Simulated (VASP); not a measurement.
A run of VASP 6.6.1 is set up as follows.

File INCAR:

```
PREC = Accurate
ENCUT = 520
EDIFF = 1E-7
ISMEAR = -1
SIGMA = 0.02
LREAL = F
LASPH = T
NELM = 60
ALGO = Normal
ISIF = 2
LWAVE = F
LCHARG = F
GGA = PE
NBANDS = 16
```

The input KPOINTS:

```
regular mesh
0
Gamma
  8 8 8
```

The input POSCAR:

```
ZnSe
1.0
    0.0000000000      2.9511032709      2.8324246769
    2.9511032709      0.0000000000      2.8324246769
    2.9511032709      2.9511032709      0.0000000000
Zn Se
1 1
Direct
    0.0000000000      0.0000000000      0.0000000000
    0.2500000000      0.2500000000      0.2500000000
```

Potentials or basis: VASP PAW PBE potentials, release 64 (Zn, Se).

Command:

```console
$ cat potpaw_PBE.64/Zn/POTCAR potpaw_PBE.64/Se/POTCAR > POTCAR
$ mpirun -np 1 vasp_std > vasp.out
```

Problem. What does it give for the pressure?

Solution. -2.2 GPa.

Problem. Predict the band gap on the k mesh.

Solution. 0.88 eV.

Stress tensor (GPa, compression positive):
```
-2.67  0.00  0.00
 0.00 -2.67  0.00
 0.00  0.00 -1.33
```

Caveat: the cell differs from its parent crystal (biaxial xy strain +4.2%).
